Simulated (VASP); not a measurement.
Wanted: the native input for a VASP 6.6.1 run.

* Task: single point
* Functional: PBE
* Potentials or basis: VASP PAW PBE potentials, release 64 (Pb_d, Se)
* Cutoff: 520 eV
* k mesh: 6 × 6 × 8
* Occupations: gaussian, width 0.05 eV
* Spin: no spin polarisation
* Dipole correction: no
* Further INCAR settings: ALGO = Normal; EDIFF = 1e-06; NBANDS = 28

The structure of PbSe lies in POSCAR:

```
PbSe
1.0
    5.3494553078      0.0000000000      0.0000000000
    0.0000000000      5.3494553078      0.0000000000
    0.0000000000      0.0000000000      4.2212686564
Pb Se
2 2
Direct
    0.5000000000      0.0000000000      0.3182456201
    0.0000000000      0.5000000000      0.6817543799
    0.0000000000      0.0000000000      0.0000000000
    0.5000000000      0.5000000000      0.0000000000
```

These files were run (other wordings do the same):

INCAR

```
PREC = Accurate
ENCUT = 520
EDIFF = 1E-6
ISMEAR = 0
SIGMA = 0.05
LREAL = False
LASPH = True
NELM = 60
ALGO = Normal
ISIF = 2
LWAVE = False
LCHARG = True
GGA = PE
LELF = True
LVHAR = True
NBANDS = 28
```

KPOINTS

```
Automatic mesh
0
Gamma
  6 6 8
```

Potentials or basis: VASP PAW PBE potentials, release 64 (Pb_d, Se).

The run is started by

```bash
$ cat potpaw_PBE.64/Pb_d/POTCAR potpaw_PBE.64/Se/POTCAR > POTCAR
$ mpirun -np 1 vasp_std > vasp.out
```

Results of the run:

| Item | Value |
| --- | --- |
| Pressure | 0.0 GPa |
| Largest force | 0.007 eV/Å |
| Band gap on the k mesh | 0.43 eV (least direct gap 0.88 eV) |

Caveat: spin-orbit coupling is left out, which moves the levels of the heavy elements.

Run time: 93 s on 1 thread of AMD EPYC 9R45 (Zen 5) (shared host), peak memory 0.27 GiB.
